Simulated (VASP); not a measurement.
# HfC (Fm-3m) in VASP: relaxation of cell and atoms with PBE

Aim: the relaxation of cell and atoms of HfC with PBE.

All numbers are computed with VASP 6.6.1; they aren't measurements. Logs are shortened: lines on timing, memory, paths and dates and some standing lists are left out, and cuts for length are marked.

### Step 1. The cell of the first run

The structure is cubic, space group Fm-3m (No. 225). The conventional cell has a = 4.651 Å, b = 4.651 Å, c = 4.651 Å, α = 90.00°, β = 90.00°, γ = 90.00°. Hf (site symmetry m-3m) has 6 C at 2.33 Å within 3.1 Å. C (site symmetry m-3m) has 6 Hf at 2.33 Å within 3.1 Å.

The cell was built from a structure type or drawn by symmetry, and may not be a known phase.

### Step 2. Relaxation of cell and atoms, PBE

File INCAR:

```
SYSTEM = HfC
PREC = Accurate ; ENCUT = 600
EDIFF = 1E-6 ; ISMEAR = 0
SIGMA = 0.1 ; LREAL = .False.
LASPH = .True. ; NELM = 80
ALGO = Normal ; ISIF = 3
LWAVE = .False. ; LCHARG = .False.
GGA = PE ; IBRION = 2
NSW = 100 ; EDIFFG = -0.01
```

File KPOINTS:

```
regular mesh
0
Gamma
  20 20 20
  0 0 0
```

File POSCAR:

```
HfC
1.0
    0.0000000000      2.3256864192      2.3256864192
    2.3256864192      0.0000000000      2.3256864192
    2.3256864192      2.3256864192      0.0000000000
Hf C
1 1
Direct
    0.0000000000      0.0000000000      0.0000000000
    0.5000000000      0.5000000000      0.5000000000
```

Potentials or basis: VASP PAW PBE potentials, release 64 (Hf_pv, C).

On the command line:

```bash
> cat potpaw_PBE.64/Hf_pv/POTCAR potpaw_PBE.64/C/POTCAR > POTCAR
> mpirun -np 1 vasp_std > vasp.out
```

OUTCAR:

```text
SYSTEM = HfC
   PREC = Accurate
   ENCUT = 600
   EDIFF = 1E-6
   ISMEAR = 0
   LREAL = .False.
   LASPH = .True.
   NELM = 80
   ISIF = 3
   GGA = PE
   IBRION = 2
   NSW = 100
   EDIFFG = -0.01

 ion  position               nearest neighbor table
   1  0.000  0.000  0.000-   2 2.33   2 2.33   2 2.33   2 2.33   2 2.33   2 2.33
   2  0.500  0.500  0.500-   1 2.33   1 2.33   1 2.33   1 2.33   1 2.33   1 2.33

  LATTYP: Found a face centered cubic cell.
 ALAT       =     4.6513728384

  Lattice vectors:

 A1 = (   0.0000000000,   2.3256864192,   2.3256864192)
 A2 = (   2.3256864192,   0.0000000000,   2.3256864192)
 A3 = (   2.3256864192,   2.3256864192,   0.0000000000)

Analysis of symmetry for initial positions (statically):
=====================================================================
 Subroutine PRICEL returns:
 Original cell was already a primitive cell.

 Routine SETGRP: Setting up the symmetry group for a
 face centered cubic supercell.

 Subroutine GETGRP returns: Found 48 space group operations
 (whereof 48 operations were pure point group operations)
 out of a pool of 48 trial point group operations.

The static configuration has the point symmetry O_h .

Analysis of symmetry for dynamics (positions and initial velocities):
=====================================================================
 Subroutine PRICEL returns:
 Original cell was already a primitive cell.

 Routine SETGRP: Setting up the symmetry group for a
 face centered cubic supercell.

 Subroutine GETGRP returns: Found 48 space group operations
 (whereof 48 operations were pure point group operations)
 out of a pool of 48 trial point group operations.

The dynamic configuration has the point symmetry O_h .

 Subroutine INISYM returns: Found 48 space group operations
 (whereof 48 operations are pure point group operations),
 and found     1 'primitive' translations

----------------------------------------------------------------------------------------

                                     Primitive cell

  volume of cell :      25.1584

  direct lattice vectors                    reciprocal lattice vectors
     0.000000000  2.325686419  2.325686419    -0.214990291  0.214990291  0.214990291
     2.325686419  0.000000000  2.325686419     0.214990291 -0.214990291  0.214990291
     2.325686419  2.325686419  0.000000000     0.214990291  0.214990291 -0.214990291

  length of vectors
     3.289017276  3.289017276  3.289017276     0.372374107  0.372374107  0.372374107

  position of ions in fractional coordinates (direct lattice)
     0.000000000  0.000000000  0.000000000
     0.500000000  0.500000000  0.500000000

  ion indices of the primitive-cell ions
   primitive index   ion index
                 1           1
                 2           2

----------------------------------------------------------------------------------------

 KPOINTS: regular mesh

Automatic generation of k-mesh.
 Grid dimensions read from file:
 generate k-points for:   20   20   20

 Generating k-lattice:

  Cartesian coordinates                     Fractional coordinates (reciprocal lattice)
    -0.010749515  0.010749515  0.010749515     0.050000000  0.000000000  0.000000000
     0.010749515 -0.010749515  0.010749515     0.000000000  0.050000000  0.000000000
     0.010749515  0.010749515 -0.010749515     0.000000000  0.000000000  0.050000000

  Length of vectors
     0.018618705  0.018618705  0.018618705

  Shift w.r.t. Gamma in fractional coordinates (k-lattice)
     0.000000000  0.000000000  0.000000000

 Subroutine IBZKPT returns following result:
 ===========================================

 Found    256 irreducible k-points:

 Following reciprocal coordinates:
            Coordinates               Weight
  0.000000  0.000000  0.000000      1.000000
  0.050000  0.000000  0.000000      8.000000
  0.100000  0.000000  0.000000      8.000000
  0.150000  0.000000  0.000000      8.000000
  0.200000  0.000000  0.000000      8.000000
  0.250000  0.000000  0.000000      8.000000
[... 16 lines left out ...]
 -0.400000  0.050000  0.000000     24.000000
 -0.350000  0.050000  0.000000     24.000000
 [... further k-points ...]
   k-points           NKPTS =    256   k-points in BZ     NKDIM =    256   number of bands    NBANDS=     11
   number of dos      NEDOS =    301   number of ions     NIONS =      2
   total plane-waves  NPLWV =  21952
   dimension x,y,z NGX =    28 NGY =   28 NGZ =   28
   dimension x,y,z NGXF=    56 NGYF=   56 NGZF=   56
   ions per type =               1   1
   NGX,Y,Z   is equivalent  to a cutoff of  14.15, 14.15, 14.15 a.u.
   NGXF,Y,Z  is equivalent  to a cutoff of  28.31, 28.31, 28.31 a.u.
 SYSTEM =  HfC
   PREC   = accura    normal or accurate (medium, high low for compatibility)
   ISTART =      0    job   : 0-new  1-cont  2-samecut
   ICHARG =      2    charge: 1-file 2-atom 10-const
   ISPIN  =      1    spin polarized calculation?
   LNONCOLLINEAR =      F non collinear calculations
   LSORBIT =      F    spin-orbit coupling
   LASPH  =      T    aspherical Exc in radial PAW
   ENCUT  =  600.0 eV  44.10 Ry    6.64 a.u.   6.57  6.57  6.57*2*pi/ulx,y,z
   NELM   =     80;   NELMIN=  2; NELMDL= -5     # of ELM steps
   EDIFF  = 0.1E-05   stopping-criterion for ELM
   LREAL  =      F    real-space projection
   EDIFFG = -.1E-01   stopping-criterion for IOM
   NSW    =    100    number of steps for IOM
   IBRION =      2    ionic relax: 0-MD 1-quasi-New 2-CG
   NFREE  =      1    steps in history (QN), initial steepest desc. (CG)
   ISIF   =      3    stress and relaxation
   ISYM   =      2    0-nonsym 1-usesym 2-fastsym
   POTIM  = 0.5000    time-step for ionic-motion
   TEBEG  =    0.0;   TEEND  =   0.0 temperature during run
   PSTRESS=    0.0 pullay stress
   NELECT =      14.0000    total number of electrons
   NUPDOWN=      -1.0000    fix difference up-down
   EMIN   =  10.00;   EMAX   =-10.00  energy-range for DOS
   EFERMI =   0.00;   METHOD = LEGACY
   ISMEAR =     0;   SIGMA  =   0.10  broadening in eV -4-tet -1-fermi 0-gaus
   EFERMI_NEDOS =   21; number of points for ismear=-14 and -15
   IALGO  =     38    algorithm
   IMIX   =      4    mixing-type and parameters
     AMIX     =   0.40;   BMIX     =  1.00
     AMIX_MAG =   1.60;   BMIX_MAG =  1.00
  volume/ion in A,a.u.               =      12.58        84.89
  Fermi-wavevector in a.u.,A,eV,Ry     =   1.346552  2.544614 24.670103  1.813201
  Thomas-Fermi vector in A             =   2.474374
   LORBIT       =      0    0 simple, 1 ext, 2 COOP (PROOUT), +10 PAW based schemes
   GGA     = PE    functional components
   LHFCALC =     F    Hartree Fock is set to
   AEXX    =    0.0000 exact exchange contribution
   IVDW    =     0    specifies the selected vdW correction
   LEPSILON=     F    determine dielectric tensor
   LRPA    =     F    only Hartree local field effects (RPA)
 conjugate gradient relaxation of ions
 non-spin polarized calculation
 Gauss-broadening in eV      SIGMA  =   0.10
  energy-cutoff  :      600.00
  volume of cell :       25.16
 maximum number of plane-waves:       871
   NGX = 13   NGY = 13   NGZ = 13

--------------------------------------- Ionic step        1  -------------------------------------------

 number of electron      14.0000000 magnetization

 Free energy of the ion-electron system (eV)
  ---------------------------------------------------
  ext. energy  EPLUGINS =         0.00000000
  ---------------------------------------------------
  free energy    TOTEN  =       -21.04802651 eV

  energy without entropy =      -21.04704749  energy(sigma->0) =      -21.04753700

------------------------ aborting loop because EDIFF is reached ----------------------------------------

  FORCE on cell =-STRESS in cart. coord.  units (eV):
  Direction    XX          YY          ZZ          XY          YZ          ZX
  --------------------------------------------------------------------------------------
  -------------------------------------------------------------------------------------
  Total       -0.1175528     -0.1175528     -0.1175528      0.0000000      0.0000000      0.0000000
  in kB       -7.4861770     -7.4861770     -7.4861770      0.0000000      0.0000000      0.0000000
  external PRESSURE =      -7.4861770 kB  Pullay stress =       0.0000000 kB
[... 57 lines left out ...]
  energy  without entropy=      -21.0466880346  energy(sigma->0) =      -21.04718150

--------------------------------------- Ionic step        3  -------------------------------------------

 number of electron      14.0000000 magnetization

 Free energy of the ion-electron system (eV)
  ---------------------------------------------------
  ext. energy  EPLUGINS =         0.00000000
  ---------------------------------------------------
  free energy    TOTEN  =       -21.04821476 eV

  energy without entropy =      -21.04723316  energy(sigma->0) =      -21.04772396

 E-fermi :   5.9605     XC(G=0): -12.2966

 val. band max:        5.9443466687   @ k =   0.2000   0.2000   0.0000
 cond. band min:       5.9826131098   @ k =   0.1000   0.0000   0.0000
 fundamental gap:      0.0382664411
 Fermi energy:         5.9605155365

 k-point     1 :       0.0000    0.0000    0.0000
  band No.  band energies     occupation
      1     -23.5894      2.00000
      2     -23.5894      2.00000
      3     -23.5894      2.00000
      4      -6.3513      2.00000
      5       6.9701      0.00000
      6       6.9701      0.00000
      7       6.9701      0.00000
      8       7.3632      0.00000
      9       7.3632      0.00000
     10       7.3632      0.00000
     11       9.3689      0.00000
[... 309 lines left out ...]
 k-point    24 :      -0.3500    0.0500    0.0000
  band No.  band energies     occupation
      1     -24.1599      2.00000
      2     -23.6665      2.00000
      3     -23.6420      2.00000
      4      -3.6202      2.00000
      5       1.0581      2.00000
      6       3.2771      2.00000
      7       3.4327      2.00000
      8       9.8589      0.00000
      9      10.1090      0.00000
     10      10.9196      0.00000
     11      14.5359      0.00000

 [... further k-points ...]

------------------------ aborting loop because EDIFF is reached ----------------------------------------

  FORCE on cell =-STRESS in cart. coord.  units (eV):
  Direction    XX          YY          ZZ          XY          YZ          ZX
  --------------------------------------------------------------------------------------
  -------------------------------------------------------------------------------------
  Total        0.0011239      0.0011239      0.0011239      0.0000000      0.0000000      0.0000000
  in kB        0.0718002      0.0718002      0.0718002      0.0000000      0.0000000      0.0000000
  external PRESSURE =       0.0718002 kB  Pullay stress =       0.0000000 kB
[... 17 lines left out ...]
  FREE ENERGIE OF THE ION-ELECTRON SYSTEM (eV)
  ---------------------------------------------------
  free  energy   TOTEN  =       -21.0482147574 eV

  energy  without entropy=      -21.0472331630  energy(sigma->0) =      -21.04772396

 reached required accuracy - stopping structural energy minimisation
```

It took 72 s on 1 thread of Intel Xeon 6975P-C (Granite Rapids), shared host; peak memory 0.24 GiB.

What came out:

* Free energy: -21.0482 eV
* Relaxed volume: 12.54 Å³/atom
* Relaxed cell: a = 3.286 Å, b = 3.286 Å, c = 3.286 Å, α = 60.00°, β = 60.00°, γ = 60.00°
* Space group after relaxing (to 0.1 Å): Fm-3m (No. 225)
* Energy gained by relaxing: 0.1 meV/atom
* Ionic steps: 3
* Pressure after relaxing: 0.0 GPa
* Band gap on the k mesh: zero (bands 7 and 8 overlap by 1.42 eV)

Step by step:
```
step  energy change (eV)  largest force (eV/Å)  pressure (GPa)  volume (Å³)
   1              0.0000                0.0000           -0.75        25.16
   2              0.0004                0.0000            1.31        24.95
   3             -0.0002                0.0000            0.01        25.08
```

Final structure:
```
Hf C
1.0
     0.00000    2.32322    2.32322
     2.32322    0.00000    2.32322
     2.32322    2.32322    0.00000
Hf C
1 1
Cartesian
  0.0000 0.0000 0.0000
  2.3232 2.3232 2.3232
```

Caveat: spin-orbit coupling is left out, which moves the levels of the heavy elements.
